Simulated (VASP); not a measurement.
# GaN (Fm-3m) in VASP: further runs, part 2 of 2

VASP 6.6.1. Earlier steps stand in the parts before.

## (3) Single point, PBEsol (volume scaled by 1.02)

File INCAR:

```
PREC = Accurate
ENCUT = 520
EDIFF = 1E-7
ISMEAR = -1
SIGMA = 0.02
LREAL = False
LASPH = True
NELM = 60
ALGO = Normal
ISIF = 2
LWAVE = False
LCHARG = False
GGA = PS
NBANDS = 16
```

File KPOINTS:

```
regular mesh
0
Gamma
  13 13 13
```

File POSCAR:

```
GaN
1.0
    0.0000000000      2.0056957488      2.0056957488
    2.0056957488      0.0000000000      2.0056957488
    2.0056957488      2.0056957488      0.0000000000
Ga N
1 1
Direct
    0.5000000000      0.5000000000      0.5000000000
    0.0000000000      0.0000000000      0.0000000000
```

Potentials or basis: VASP PAW PBE potentials, release 64 (Ga_d, N).

On the command line:

```
$ cat potpaw_PBE.64/Ga_d/POTCAR potpaw_PBE.64/N/POTCAR > POTCAR
$ mpirun -np 1 vasp_std > vasp.out
```

OUTCAR:

```text
PREC = Accurate
   ENCUT = 520
   EDIFF = 1E-7
   ISMEAR = -1
   LREAL = False
   LASPH = True
   NELM = 60
   ISIF = 2
   GGA = PS

 ion  position               nearest neighbor table
   1  0.500  0.500  0.500-   2 2.01   2 2.01   2 2.01   2 2.01   2 2.01   2 2.01
   2  0.000  0.000  0.000-   1 2.01   1 2.01   1 2.01   1 2.01   1 2.01   1 2.01

  LATTYP: Found a face centered cubic cell.
 ALAT       =     4.0113914976

  Lattice vectors:

 A1 = (   0.0000000000,   2.0056957488,   2.0056957488)
 A2 = (   2.0056957488,   0.0000000000,   2.0056957488)
 A3 = (   2.0056957488,   2.0056957488,   0.0000000000)

Analysis of symmetry for initial positions (statically):
=====================================================================
 Subroutine PRICEL returns:
 Original cell was already a primitive cell.

 Routine SETGRP: Setting up the symmetry group for a
 face centered cubic supercell.

 Subroutine GETGRP returns: Found 48 space group operations
 (whereof 48 operations were pure point group operations)
 out of a pool of 48 trial point group operations.

The static configuration has the point symmetry O_h .

Analysis of symmetry for dynamics (positions and initial velocities):
=====================================================================
 Subroutine PRICEL returns:
 Original cell was already a primitive cell.

 Routine SETGRP: Setting up the symmetry group for a
 face centered cubic supercell.

 Subroutine GETGRP returns: Found 48 space group operations
 (whereof 48 operations were pure point group operations)
 out of a pool of 48 trial point group operations.

The dynamic configuration has the point symmetry O_h .

 Subroutine INISYM returns: Found 48 space group operations
 (whereof 48 operations are pure point group operations),
 and found     1 'primitive' translations

----------------------------------------------------------------------------------------

                                     Primitive cell

  volume of cell :      16.1371

  direct lattice vectors                    reciprocal lattice vectors
     0.000000000  2.005695749  2.005695749    -0.249290053  0.249290053  0.249290053
     2.005695749  0.000000000  2.005695749     0.249290053 -0.249290053  0.249290053
     2.005695749  2.005695749  0.000000000     0.249290053  0.249290053 -0.249290053

  length of vectors
     2.836482130  2.836482130  2.836482130     0.431783038  0.431783038  0.431783038

  position of ions in fractional coordinates (direct lattice)
     0.500000000  0.500000000  0.500000000
     0.000000000  0.000000000  0.000000000

  ion indices of the primitive-cell ions
   primitive index   ion index
                 1           1
                 2           2

----------------------------------------------------------------------------------------

 KPOINTS: regular mesh

Automatic generation of k-mesh.
 Grid dimensions read from file:
 generate k-points for:   13   13   13

 Generating k-lattice:

  Cartesian coordinates                     Fractional coordinates (reciprocal lattice)
    -0.019176158  0.019176158  0.019176158     0.076923077  0.000000000  0.000000000
     0.019176158 -0.019176158  0.019176158     0.000000000  0.076923077  0.000000000
     0.019176158  0.019176158 -0.019176158     0.000000000  0.000000000  0.076923077

  Length of vectors
     0.033214080  0.033214080  0.033214080

  Shift w.r.t. Gamma in fractional coordinates (k-lattice)
     0.000000000  0.000000000  0.000000000

 Subroutine IBZKPT returns following result:
 ===========================================

 Found     84 irreducible k-points:

 Following reciprocal coordinates:
            Coordinates               Weight
  0.000000  0.000000  0.000000      1.000000
  0.076923  0.000000  0.000000      8.000000
  0.153846  0.000000  0.000000      8.000000
  0.230769  0.000000  0.000000      8.000000
  0.307692  0.000000  0.000000      8.000000
  0.384615  0.000000  0.000000      8.000000
[... 16 lines left out ...]
  0.384615  0.153846  0.000000     24.000000
  0.461538  0.153846  0.000000     24.000000
 [... further k-points ...]
   k-points           NKPTS =     84   k-points in BZ     NKDIM =     84   number of bands    NBANDS=     16
   number of dos      NEDOS =    301   number of ions     NIONS =      2
   total plane-waves  NPLWV =  13824
   dimension x,y,z NGX =    24 NGY =   24 NGZ =   24
   dimension x,y,z NGXF=    48 NGYF=   48 NGZF=   48
   ions per type =               1   1
   NGX,Y,Z   is equivalent  to a cutoff of  14.07, 14.07, 14.07 a.u.
   NGXF,Y,Z  is equivalent  to a cutoff of  28.13, 28.13, 28.13 a.u.
 SYSTEM =  unknown system
   PREC   = accura    normal or accurate (medium, high low for compatibility)
   ISTART =      0    job   : 0-new  1-cont  2-samecut
   ICHARG =      2    charge: 1-file 2-atom 10-const
   ISPIN  =      1    spin polarized calculation?
   LNONCOLLINEAR =      F non collinear calculations
   LSORBIT =      F    spin-orbit coupling
   LASPH  =      T    aspherical Exc in radial PAW
   ENCUT  =  520.0 eV  38.22 Ry    6.18 a.u.   5.27  5.27  5.27*2*pi/ulx,y,z
   NELM   =     60;   NELMIN=  2; NELMDL= -5     # of ELM steps
   EDIFF  = 0.1E-06   stopping-criterion for ELM
   LREAL  =      F    real-space projection
   EDIFFG = 0.1E-05   stopping-criterion for IOM
   NSW    =      0    number of steps for IOM
   IBRION =     -1    ionic relax: 0-MD 1-quasi-New 2-CG
   NFREE  =      0    steps in history (QN), initial steepest desc. (CG)
   ISIF   =      2    stress and relaxation
   ISYM   =      2    0-nonsym 1-usesym 2-fastsym
   POTIM  = 0.5000    time-step for ionic-motion
   TEBEG  =    0.0;   TEEND  =   0.0 temperature during run
   PSTRESS=    0.0 pullay stress
   NELECT =      18.0000    total number of electrons
   NUPDOWN=      -1.0000    fix difference up-down
   EMIN   =  10.00;   EMAX   =-10.00  energy-range for DOS
   EFERMI =   0.00;   METHOD = LEGACY
   ISMEAR =    -1;   SIGMA  =   0.02  broadening in eV -4-tet -1-fermi 0-gaus
   EFERMI_NEDOS =   21; number of points for ismear=-14 and -15
   IALGO  =     38    algorithm
   IMIX   =      4    mixing-type and parameters
     AMIX     =   0.40;   BMIX     =  1.00
     AMIX_MAG =   1.60;   BMIX_MAG =  1.00
  volume/ion in A,a.u.               =       8.07        54.45
  Fermi-wavevector in a.u.,A,eV,Ry     =   1.697816  3.208407 39.219869  2.882579
  Thomas-Fermi vector in A             =   2.778428
   LORBIT       =      0    0 simple, 1 ext, 2 COOP (PROOUT), +10 PAW based schemes
   GGA     = PS    functional components
   LHFCALC =     F    Hartree Fock is set to
   AEXX    =    0.0000 exact exchange contribution
   IVDW    =     0    specifies the selected vdW correction
   LEPSILON=     F    determine dielectric tensor
   LRPA    =     F    only Hartree local field effects (RPA)
 non-spin polarized calculation
  energy-cutoff  :      520.00
  volume of cell :       16.14
 maximum number of plane-waves:       445
 NGX is ok and might be reduce to    24
   NGX = 11   NGY = 11   NGZ = 11

 number of electron      18.0000001 magnetization

 Free energy of the ion-electron system (eV)
  ---------------------------------------------------
  ext. energy  EPLUGINS =         0.00000000
  ---------------------------------------------------
  free energy    TOTEN  =       -11.89058245 eV

  energy without entropy =      -11.89058245  energy(sigma->0) =      -11.89058245

 E-fermi :  10.4403     XC(G=0): -14.2072

 val. band max:        9.8922163746   @ k =  -0.2308   0.1538   0.0000
 cond. band min:      11.5668604807   @ k =   0.4615   0.4615   0.0000
 fundamental gap:      1.6746441060
 Fermi energy:        10.4402740509

 k-point     1 :       0.0000    0.0000    0.0000
  band No.  band energies     occupation
      1      -9.1439      2.00000
      2      -4.0516      2.00000
      3      -4.0516      2.00000
      4      -4.0516      2.00000
      5      -3.9054      2.00000
      6      -3.9054      2.00000
[... 8 lines left out ...]
     15      27.9984      0.00000
     16      27.9984      0.00000

 k-point     2 :       0.0769    0.0000    0.0000
  band No.  band energies     occupation
      1      -9.0083      2.00000
      2      -4.0617      2.00000
      3      -4.0418      2.00000
      4      -4.0418      2.00000
      5      -3.9207      2.00000
      6      -3.9207      2.00000
[... 8 lines left out ...]
     15      27.5424      0.00000
     16      27.5424      0.00000
[... 387 lines left out ...]
      5      -3.7141      2.00000
      6      -3.6372      2.00000
[... 8 lines left out ...]
     15      32.0419      0.00000
     16      34.4199      0.00000

 k-point    24 :       0.4615    0.1538    0.0000
  band No.  band energies     occupation
      1      -6.0652      2.00000
      2      -4.3578      2.00000
      3      -4.1828      2.00000
      4      -4.0666      2.00000
      5      -3.6854      2.00000
      6      -3.3718      2.00000
[... 8 lines left out ...]
     15      32.4184      0.00000
     16      35.7341      0.00000

 [... further k-points ...]
[... 5 lines left out ...]
  --------------------------------------------------------------------------------------
  -------------------------------------------------------------------------------------
  Total        5.0791624      5.0791624      5.0791624      0.0000000      0.0000000     -0.0000000
  in kB      504.2867090    504.2867090    504.2867090      0.0000000      0.0000000     -0.0000000
  external PRESSURE =     504.2867090 kB  Pullay stress =       0.0000000 kB

 VOLUME and BASIS-vectors are now :
 -----------------------------------------------------------------------------
  energy-cutoff  :      520.00
  volume of cell :       16.14
      direct lattice vectors                 reciprocal lattice vectors
     0.000000000  2.005695749  2.005695749    -0.249290053  0.249290053  0.249290053
     2.005695749  0.000000000  2.005695749     0.249290053 -0.249290053  0.249290053
     2.005695749  2.005695749  0.000000000     0.249290053  0.249290053 -0.249290053

 POSITION                                       TOTAL-FORCE (eV/Angst)
 -----------------------------------------------------------------------------------
      2.00570      2.00570      2.00570         0.000000      0.000000      0.000000
      0.00000      0.00000      0.00000         0.000000     -0.000000      0.000000
 -----------------------------------------------------------------------------------
    total drift:                                0.000000     -0.000000      0.000000

  FREE ENERGIE OF THE ION-ELECTRON SYSTEM (eV)
  ---------------------------------------------------
  free  energy   TOTEN  =       -11.8905824486 eV

  energy  without entropy=      -11.8905824486  energy(sigma->0) =      -11.89058245
```

OSZICAR:

```text
N       E                     dE             d eps       ncg     rms          rms(c)
DAV:   1     0.710966961342E+02    0.71097E+02   -0.88680E+03  3064   0.224E+03
DAV:   2    -0.976184568602E+01   -0.80859E+02   -0.76014E+02  3048   0.323E+02
DAV:   3    -0.137182490197E+02   -0.39564E+01   -0.39423E+01  3072   0.616E+01
DAV:   4    -0.137492215289E+02   -0.30973E-01   -0.30970E-01  3352   0.554E+00
DAV:   5    -0.137495207628E+02   -0.29923E-03   -0.29923E-03  3216   0.513E-01    0.742E+00
DAV:   6    -0.119483633006E+02    0.18012E+01   -0.35808E+00  3984   0.462E+01    0.249E+00
DAV:   7    -0.119147321463E+02    0.33631E-01   -0.26435E-01  3048   0.492E+00    0.160E+00
DAV:   8    -0.118921082641E+02    0.22624E-01   -0.22577E-02  3744   0.242E+00    0.366E-01
DAV:   9    -0.118906575943E+02    0.14507E-02   -0.51813E-03  3600   0.226E+00    0.796E-02
DAV:  10    -0.118905815073E+02    0.76087E-04   -0.33102E-04  3008   0.237E-01    0.196E-02
DAV:  11    -0.118905816171E+02   -0.10975E-06   -0.30985E-05  3560   0.760E-02    0.146E-02
DAV:  12    -0.118905824331E+02   -0.81605E-06   -0.63659E-07  3184   0.954E-03    0.358E-03
DAV:  13    -0.118905824486E+02   -0.15466E-07   -0.13859E-08  2216   0.202E-03
   1 F= -.11890582E+02 E0= -.11890582E+02  d E =-.179093E-13
```

Run time: 37 s. Hardware: 1 thread of Intel Xeon 6975P-C, shared host; peak memory 0.15 GiB.

Results:

```yaml
Free_energy: -11.8906 eV
Pressure: 50.4 GPa
Band_gap_on_the_k_mesh: 1.67 eV, indirect (least direct gap 4.92 eV)
```

Caveat: the PAW data sets were made with another functional, which shifts forces and pressure a little. A k mesh can miss the band edges.
